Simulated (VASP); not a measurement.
Here is a VASP 6.6.1 calculation.

File INCAR:

```
SYSTEM = MgS
PREC = Accurate
ENCUT = 520
EDIFF = 1E-6
ISMEAR = -1
SIGMA = 0.05
LREAL = .False.
LASPH = .True.
NELM = 60
ALGO = Normal
ISIF = 2
LWAVE = .False.
LCHARG = .False.
GGA = PE
NBANDS = 11
```

KPOINTS

```
regular mesh
0
Gamma
  9 9 8
  0 0 0
```

File POSCAR:

```
MgS
1.0
    3.6109100000      0.0000000000      0.0000000000
   -1.8054500000      3.1271400000      0.0000000000
    0.0000000000      0.0000000000      3.3052600000
Mg S
1 1
Direct
   -0.0085530000     -0.0092960000      0.5060830000
    0.6812810000      0.3324070000     -0.0163590000
```

Potentials or basis: VASP PAW PBE potentials, release 64 (Mg, S).

The run is started by

```console
$ cat potpaw_PBE.64/Mg/POTCAR potpaw_PBE.64/S/POTCAR > POTCAR
$ mpirun -np 1 vasp_std > vasp.out
```

Q: What does it give for the pressure?

A: 0.0 GPa.

Q: What does it give for the band gap on the k mesh?

A: 1.27 eV, indirect (least direct gap 2.20 eV).

Q: Estimate the largest force.

A: 0.202 eV/Å.

Forces in eV/Å, atoms in the order of the input:
```
Mg   0.152  0.050 -0.124
S   -0.152 -0.050  0.124
```

Caveat: the cell differs from its parent crystal (atoms moved at random). A k mesh can miss the band edges.
